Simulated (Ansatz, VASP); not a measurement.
## Be2C in VASP and in Ansatz

The input INCAR:

```
SYSTEM = Be2C
PREC = Accurate
ENCUT = 520
EDIFF = 1E-7
ISMEAR = 0
SIGMA = 0.01
LREAL = .False.
LASPH = .True.
NELM = 120
ALGO = Normal
ISIF = 2
LWAVE = .False.
LCHARG = .False.
GGA = PS
IBRION = 2
NSW = 50
EDIFFG = -0.002
GGA_COMPAT = .False.
NELMIN = 4
```

File KPOINTS:

```
regular mesh
0
Gamma
  8 8 8
  0 0 0
```

Contents of POSCAR:

```
Be2C
1.0
    0.0107768844      2.1607653237      2.1607653237
    2.1607653237      0.0107768844      2.1607653237
    2.1607653237      2.1607653237      0.0107768844
Be C
2 1
Direct
    0.2500000000      0.2500000000      0.2500000000
    0.7500000000      0.7500000000      0.7500000000
    0.0000000000      0.0000000000      0.0000000000
```

Input for Ansatz:

```yaml
crystal:
  lattice:
    - [0.01077688441, 2.16076532366, 2.16076532366]
    - [2.16076532366, 0.01077688441, 2.16076532366]
    - [2.16076532366, 2.16076532366, 0.01077688441]
  atoms:
    - { symbol: Be, position: [0.25, 0.25, 0.25] }
    - { symbol: Be, position: [0.75, 0.75, 0.75] }
    - { symbol: C, position: [0.0, 0.0, 0.0] }
kpoints:
  mp_grid: { grid: [8, 8, 8] }
scf:
  occupations: { method: fixed }
  convergence: { dr2_threshold: 1.0e-10 }
hamiltonian:
  xc: pbesol
  pseudopotentials: { kind: all_electron, lapw: { basis_error: 0.0005 } }
output:
  forces: true
  stress: true
  eigenstates:
    kpoints:
      - [0.0, 0.0, 0.0]
      - [0.0, -0.5, -0.5]
      - [-0.5, 0.0, -0.5]
      - [-0.5, -0.5, 0.0]
      - [-0.5, 0.0, 0.0]
      - [0.0, -0.5, 0.0]
      - [0.0, 0.0, -0.5]
      - [-0.5, -0.5, -0.5]
relax:
  f_tol: 0.002
  max_steps: 30
```

Change from the starting cell: equal xy, yz and zx engineering shears of +0.5 %.

Alike in both runs: task relaxation of the atoms; functional PBEsol; k mesh 8 × 8 × 8; no spin polarisation.

```csv
,VASP,Ansatz
version,VASP 6.6.1,Ansatz 0.2.0
potentials or method,"VASP PAW PBE potentials, release 64 (Be, C), cutoff 520 eV","all-electron LAPW, scalar-relativistic"
occupations,"gaussian, width 0.01 eV",fixed
```

|  | VASP | Ansatz | Ansatz less VASP |
| --- | --- | --- | --- |
| gap on the k mesh at the Fermi level, each at its own relaxed structure (eV) | 1.05 | 1.07 | +0.011 |

VASP's potentials were made for PBE, not for PBEsol. Ansatz ran all-electron here, and VASP with PAW potentials.
